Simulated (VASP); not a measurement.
# FeO (Wuestite) (Fm-3m) in VASP: further runs

Runs on FeO (Wuestite). Level: PBE. Tasks: single point.

Program: VASP 6.6.1. These are calculated values, not measurements. Logs are shortened: lines on timing, memory, paths and dates and some standing lists are left out, and cuts for length are marked.

**Measured values to compare with.**

“W\"ustite: Electric, thermodynamic and optical properties of FeO”, 2012, arxiv:1203.1201 quotes, for a bulk crystal of FeO: band gap 2.4 eV (optical).

How close the calculation comes is told below.

### 1 The cell of the first run

It takes space group Fm-3m (No. 225, cubic). The conventional cell has a = 4.250 Å, b = 4.250 Å, c = 4.250 Å, α = 90.00°, β = 90.00°, γ = 90.00°. Within 2.8 Å of Fe (site symmetry m-3m) lie 6 O at 2.13 Å. Within 2.8 Å of O (site symmetry m-3m) lie 6 Fe at 2.13 Å.

### 2 Single point, PBE, collinear spin, ferromagnetic start (volume scaled by 0.960)

INCAR reads:

```
  PREC = Accurate
  ENCUT = 520
  EDIFF = 1E-6
  ISMEAR = 0
  SIGMA = 0.05
  LREAL = F
  LASPH = T
  NELM = 150
  ALGO = Normal
  ISIF = 2
  LWAVE = F
  LCHARG = F
  ISPIN = 2
  MAGMOM = 3.78 0
  LORBIT = 11
  LMAXMIX = 4
  GGA = PE
  NBANDS = 18
```

KPOINTS reads:

```
regular mesh
0
Gamma
  14 14 14
```

POSCAR reads:

```
FeO
1.0
    0.0000000000      2.1251459107      2.1251459107
    2.1251459107      0.0000000000      2.1251459107
    2.1251459107      2.1251459107      0.0000000000
Fe O
1 1
Direct
    0.0000000000      0.0000000000      0.0000000000
    0.5000000000      0.5000000000      0.5000000000
```

Potentials or basis: VASP PAW PBE potentials, release 64 (Fe, O).

On the command line:

```
> cat potpaw_PBE.64/Fe/POTCAR potpaw_PBE.64/O/POTCAR > POTCAR
> mpirun -np 1 vasp_std > vasp.out
```

OUTCAR:

```text
PREC = Accurate
   ENCUT = 520
   EDIFF = 1E-6
   ISMEAR = 0
   LREAL = F
   LASPH = T
   NELM = 150
   ISIF = 2
   ISPIN = 2
   LORBIT = 11
   GGA = PE

 ion  position               nearest neighbor table
   1  0.000  0.000  0.000-   2 2.13   2 2.13   2 2.13   2 2.13   2 2.13   2 2.13
   2  0.500  0.500  0.500-   1 2.13   1 2.13   1 2.13   1 2.13   1 2.13   1 2.13

  LATTYP: Found a face centered cubic cell.
 ALAT       =     4.2502918214

  Lattice vectors:

 A1 = (   0.0000000000,   2.1251459107,   2.1251459107)
 A2 = (   2.1251459107,   0.0000000000,   2.1251459107)
 A3 = (   2.1251459107,   2.1251459107,   0.0000000000)

Analysis of symmetry for initial positions (statically):
=====================================================================
 Subroutine PRICEL returns:
 Original cell was already a primitive cell.

 Routine SETGRP: Setting up the symmetry group for a
 face centered cubic supercell.

 Subroutine GETGRP returns: Found 48 space group operations
 (whereof 48 operations were pure point group operations)
 out of a pool of 48 trial point group operations.

The static configuration has the point symmetry O_h .

Analysis of symmetry for dynamics (positions and initial velocities):
=====================================================================
 Subroutine PRICEL returns:
 Original cell was already a primitive cell.

 Routine SETGRP: Setting up the symmetry group for a
 face centered cubic supercell.

 Subroutine GETGRP returns: Found 48 space group operations
 (whereof 48 operations were pure point group operations)
 out of a pool of 48 trial point group operations.

The dynamic configuration has the point symmetry O_h .

Analysis of structural, dynamic, and magnetic symmetry:
=====================================================================
 Subroutine PRICEL returns:
 Original cell was already a primitive cell.

 Routine SETGRP: Setting up the symmetry group for a
 face centered cubic supercell.

 Subroutine GETGRP returns: Found 48 space group operations
 (whereof 48 operations were pure point group operations)
 out of a pool of 48 trial point group operations.

The overall configuration has the point symmetry O_h .

 Subroutine INISYM returns: Found 48 space group operations
 (whereof 48 operations are pure point group operations),
 and found     1 'primitive' translations

----------------------------------------------------------------------------------------

                                     Primitive cell

  volume of cell :      19.1954

  direct lattice vectors                    reciprocal lattice vectors
     0.000000000  2.125145911  2.125145911    -0.235277963  0.235277963  0.235277963
     2.125145911  0.000000000  2.125145911     0.235277963 -0.235277963  0.235277963
     2.125145911  2.125145911  0.000000000     0.235277963  0.235277963 -0.235277963

  length of vectors
     3.005410169  3.005410169  3.005410169     0.407513385  0.407513385  0.407513385

  position of ions in fractional coordinates (direct lattice)
     0.000000000  0.000000000  0.000000000
     0.500000000  0.500000000  0.500000000

  ion indices of the primitive-cell ions
   primitive index   ion index
                 1           1
                 2           2

----------------------------------------------------------------------------------------

 KPOINTS: regular mesh

Automatic generation of k-mesh.
 Grid dimensions read from file:
 generate k-points for:   14   14   14

 Generating k-lattice:

  Cartesian coordinates                     Fractional coordinates (reciprocal lattice)
    -0.016805569  0.016805569  0.016805569     0.071428571  0.000000000  0.000000000
     0.016805569 -0.016805569  0.016805569     0.000000000  0.071428571  0.000000000
     0.016805569  0.016805569 -0.016805569     0.000000000  0.000000000  0.071428571

  Length of vectors
     0.029108099  0.029108099  0.029108099

  Shift w.r.t. Gamma in fractional coordinates (k-lattice)
     0.000000000  0.000000000  0.000000000

 Subroutine IBZKPT returns following result:
 ===========================================

 Found    104 irreducible k-points:

 Following reciprocal coordinates:
            Coordinates               Weight
  0.000000  0.000000  0.000000      1.000000
  0.071429  0.000000  0.000000      8.000000
  0.142857  0.000000  0.000000      8.000000
  0.214286  0.000000  0.000000      8.000000
  0.285714  0.000000  0.000000      8.000000
  0.357143  0.000000  0.000000      8.000000
[... 16 lines left out ...]
  0.214286  0.142857  0.000000     24.000000
  0.285714  0.142857  0.000000     24.000000
 [... further k-points ...]
   k-points           NKPTS =    104   k-points in BZ     NKDIM =    104   number of bands    NBANDS=     18
   number of dos      NEDOS =    301   number of ions     NIONS =      2
   total plane-waves  NPLWV =  13824
   dimension x,y,z NGX =    24 NGY =   24 NGZ =   24
   dimension x,y,z NGXF=    48 NGYF=   48 NGZF=   48
   ions per type =               1   1
   NGX,Y,Z   is equivalent  to a cutoff of  13.28, 13.28, 13.28 a.u.
   NGXF,Y,Z  is equivalent  to a cutoff of  26.55, 26.55, 26.55 a.u.
 SYSTEM =  unknown system
   PREC   = accura    normal or accurate (medium, high low for compatibility)
   ISTART =      0    job   : 0-new  1-cont  2-samecut
   ICHARG =      2    charge: 1-file 2-atom 10-const
   ISPIN  =      2    spin polarized calculation?
   LNONCOLLINEAR =      F non collinear calculations
   LSORBIT =      F    spin-orbit coupling
   LASPH  =      T    aspherical Exc in radial PAW
   ENCUT  =  520.0 eV  38.22 Ry    6.18 a.u.   5.59  5.59  5.59*2*pi/ulx,y,z
   NELM   =    150;   NELMIN=  2; NELMDL= -5     # of ELM steps
   EDIFF  = 0.1E-05   stopping-criterion for ELM
   LREAL  =      F    real-space projection
   EDIFFG = 0.1E-04   stopping-criterion for IOM
   NSW    =      0    number of steps for IOM
   IBRION =     -1    ionic relax: 0-MD 1-quasi-New 2-CG
   NFREE  =      0    steps in history (QN), initial steepest desc. (CG)
   ISIF   =      2    stress and relaxation
   ISYM   =      2    0-nonsym 1-usesym 2-fastsym
   POTIM  = 0.5000    time-step for ionic-motion
   TEBEG  =    0.0;   TEEND  =   0.0 temperature during run
   PSTRESS=    0.0 pullay stress
   NELECT =      14.0000    total number of electrons
   NUPDOWN=      -1.0000    fix difference up-down
   EMIN   =  10.00;   EMAX   =-10.00  energy-range for DOS
   EFERMI =   0.00;   METHOD = LEGACY
   ISMEAR =     0;   SIGMA  =   0.05  broadening in eV -4-tet -1-fermi 0-gaus
   EFERMI_NEDOS =   21; number of points for ismear=-14 and -15
   IALGO  =     38    algorithm
   IMIX   =      4    mixing-type and parameters
     AMIX     =   0.40;   BMIX     =  1.00
     AMIX_MAG =   1.60;   BMIX_MAG =  1.00
  volume/ion in A,a.u.               =       9.60        64.77
  Fermi-wavevector in a.u.,A,eV,Ry     =   1.473620  2.784737 29.545800  2.171555
  Thomas-Fermi vector in A             =   2.588491
   LORBIT       =     11    0 simple, 1 ext, 2 COOP (PROOUT), +10 PAW based schemes
   GGA     = PE    functional components
   LHFCALC =     F    Hartree Fock is set to
   AEXX    =    0.0000 exact exchange contribution
   IVDW    =     0    specifies the selected vdW correction
   LEPSILON=     F    determine dielectric tensor
   LRPA    =     F    only Hartree local field effects (RPA)
 spin polarized calculation
 Gauss-broadening in eV      SIGMA  =   0.05
  energy-cutoff  :      520.00
  volume of cell :       19.20
 maximum number of plane-waves:       533
   NGX = 11   NGY = 11   NGZ = 11

 number of electron      13.9999998 magnetization       3.9994876

 Free energy of the ion-electron system (eV)
  ---------------------------------------------------
  ext. energy  EPLUGINS =         0.00000000
  ---------------------------------------------------
  free energy    TOTEN  =       -14.90948954 eV

  energy without entropy =      -14.90789368  energy(sigma->0) =      -14.90869161

 E-fermi :   6.6637     XC(G=0): -12.4003

 val. band max:        6.6573844728   @ k =  -0.2857   0.3571   0.1429
 cond. band min:       6.6935160604   @ k =   0.2143   0.1429   0.0000
 fundamental gap:      0.0361315876
 Fermi energy:         6.6636694626

 spin component 1

 k-point     1 :       0.0000    0.0000    0.0000
  band No.  band energies     occupation
      1     -14.4048      1.00000
      2       2.7234      1.00000
      3       2.7234      1.00000
      4       2.7234      1.00000
      5       2.7471      1.00000
      6       2.7471      1.00000
[... 10 lines left out ...]
     17      28.1011      0.00000
     18      30.9919      0.00000
[... 463 lines left out ...]
 k-point    24 :       0.2857    0.1429    0.0000
  band No.  band energies     occupation
      1     -13.7461      1.00000
      2      -0.7139      1.00000
      3       0.7979      1.00000
      4       1.0550      1.00000
      5       2.7568      1.00000
      6       3.3545      1.00000
[... 10 lines left out ...]
     17      34.0285      0.00000
     18      34.9991      0.00000

 [... further k-points ...]

 spin component 2

 k-point     1 :       0.0000    0.0000    0.0000
  band No.  band energies     occupation
      1     -13.8570      1.00000
      2       3.3014      1.00000
      3       3.3014      1.00000
      4       3.3014      1.00000
      5       5.8739      1.00000
      6       5.8741      1.00000
[... 10 lines left out ...]
     17      29.7119      0.00000
     18      32.0990      0.00000
[... 463 lines left out ...]
 k-point    24 :       0.2857    0.1429    0.0000
  band No.  band energies     occupation
      1     -13.1848      1.00000
      2       0.2311      1.00000
      3       2.0004      1.00000
      4       2.2425      1.00000
      5       5.6975      1.00000
      6       6.8616      0.00000
[... 10 lines left out ...]
     17      34.9504      0.00000
     18      36.1436      0.00000

 [... further k-points ...]
[... 5 lines left out ...]
  --------------------------------------------------------------------------------------
  -------------------------------------------------------------------------------------
  Total        1.0203152      1.0203152      1.0203152      0.0000000      0.0000000      0.0000000
  in kB       85.1625558     85.1625558     85.1625558      0.0000000      0.0000000      0.0000000
  external PRESSURE =      85.1625558 kB  Pullay stress =       0.0000000 kB

 VOLUME and BASIS-vectors are now :
 -----------------------------------------------------------------------------
  energy-cutoff  :      520.00
  volume of cell :       19.20
      direct lattice vectors                 reciprocal lattice vectors
     0.000000000  2.125145911  2.125145911    -0.235277963  0.235277963  0.235277963
     2.125145911  0.000000000  2.125145911     0.235277963 -0.235277963  0.235277963
     2.125145911  2.125145911  0.000000000     0.235277963  0.235277963 -0.235277963

 POSITION                                       TOTAL-FORCE (eV/Angst)
 -----------------------------------------------------------------------------------
      0.00000      0.00000      0.00000         0.000000     -0.000000      0.000000
      2.12515      2.12515      2.12515        -0.000000      0.000000     -0.000000
 -----------------------------------------------------------------------------------
    total drift:                                0.000000     -0.000000      0.000000

  FREE ENERGIE OF THE ION-ELECTRON SYSTEM (eV)
  ---------------------------------------------------
  free  energy   TOTEN  =       -14.9094895392 eV

  energy  without entropy=      -14.9078936758  energy(sigma->0) =      -14.90869161

 total charge

# of ion       s       p       d       tot
------------------------------------------
    1        0.300   0.388   6.117   6.804
    2        1.557   3.461   0.000   5.018
--------------------------------------------------
tot          1.856   3.849   6.117  11.822

 magnetization (x)

# of ion       s       p       d       tot
------------------------------------------
    1        0.027   0.022   3.563   3.613
    2        0.032   0.279   0.000   0.310
--------------------------------------------------
tot          0.059   0.301   3.563   3.923
```

It took 88 s on 1 thread of Intel Xeon Platinum 8259CL at 2.50GHz (Skylake/Cascade Lake), shared host; peak memory 0.19 GiB.

What came out:

- Free energy: -14.9095 eV
- Pressure: 8.5 GPa
- Band gap on the k mesh: zero (filled and empty bands overlap)
- Net moment: 4.00 μB per cell
- Site moments: Fe +3.61; O +0.31 μB
- Valence electrons inside the program's atomic spheres: Fe 6.80; O 5.02

Levels at points of the mesh, in eV from the Fermi level:
Spin up:
| k point | band 7 | band 8 | band 9 | band 10 | band 11 | band 12 |
| --- | --- | --- | --- | --- | --- | --- |
| (0.00, 0.00, 0.00) | -3.92 | -3.68 | -3.68 | 0.34 | 15.62 | 17.40 |
| (0.50, 0.00, 0.00) | -2.44 | -0.19 | -0.19 | 4.21 | 8.90 | 12.88 |
| (0.50, 0.50, 0.00) | -2.74 | -2.74 | -2.70 | 5.62 | 9.04 | 11.00 |
Spin down:
| k point | band 1 | band 2 | band 3 | band 4 | band 5 | band 6 | band 7 | band 8 | band 9 | band 10 |
| --- | --- | --- | --- | --- | --- | --- | --- | --- | --- | --- |
| (0.00, 0.00, 0.00) | -20.52 | -3.36 | -3.36 | -3.36 | -0.79 | -0.79 | -0.79 | 0.18 | 0.18 | 1.15 |
| (0.50, 0.00, 0.00) | -19.22 | -8.32 | -5.39 | -5.39 | 0.42 | 0.42 | 0.65 | 2.95 | 2.95 | 4.70 |
| (0.50, 0.50, 0.00) | -19.23 | -7.15 | -4.59 | -4.59 | -2.27 | 0.76 | 0.79 | 0.79 | 1.25 | 6.97 |

Caveat: a cell with one magnetic atom can't hold antiferromagnetic order, which such compounds often take; semilocal functionals often make such compounds metallic where correlation or magnetic order opens a gap, which also shifts bond lengths.

(Part 1 of 2 ends here.)
